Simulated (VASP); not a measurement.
A run of VASP 6.6.1 is set up as follows.

File INCAR:

```
SYSTEM = PtSe2
PREC = Accurate
ENCUT = 520
EDIFF = 1E-6
ISMEAR = 0
SIGMA = 0.05
LREAL = .False.
LASPH = .True.
NELM = 150
ALGO = Normal
ISIF = 2
LWAVE = .False.
LCHARG = .False.
ISPIN = 2
MAGMOM = 0 0 0 0 0 0
LORBIT = 11
LMAXMIX = 4
LDAU = .True.
LDAUTYPE = 2
LDAUL = 2 -1
LDAUU = 1 0
LDAUJ = 0 0
LDAUPRINT = 1
GGA = CA
NBANDS = 35
```

Contents of KPOINTS:

```
Automatic mesh
0
Gamma
  6 6 2
  0 0 0
```

POSCAR

```
PtSe2
1.0
    3.7240002900      0.0000000000      0.0000000000
   -1.8620001500      3.2250788600      0.0000000000
    0.0000000000      0.0000000000     10.1239991600
Pt Se
2 4
Direct
    0.0000000000      0.0000000000      0.0000000000
    0.0000000000      0.0000000000      0.5000000000
    0.3333333333      0.6666666667      0.1250000000
    0.6666666667      0.3333333333      0.3750000000
    0.3333333333      0.6666666667      0.6250000000
    0.6666666667      0.3333333333      0.8750000000
```

Potentials or basis: VASP PAW LDA potentials, release 64 (Pt, Se).

The run is started by

```bash
$ cat potpaw_LDA.64/Pt/POTCAR potpaw_LDA.64/Se/POTCAR > POTCAR
$ mpirun -np 1 vasp_std > vasp.out
```

Q: Estimate the net moment.

A: 0.00 μB per cell.

Q: Estimate the pressure.

A: -0.7 GPa.

Forces on the atoms (eV/Å):
```
Pt   0.000  0.000  0.000
Pt   0.000  0.000  0.000
Se   0.000  0.000  0.204
Se   0.000  0.000 -0.204
Se   0.000  0.000  0.204
Se   0.000  0.000 -0.204
```
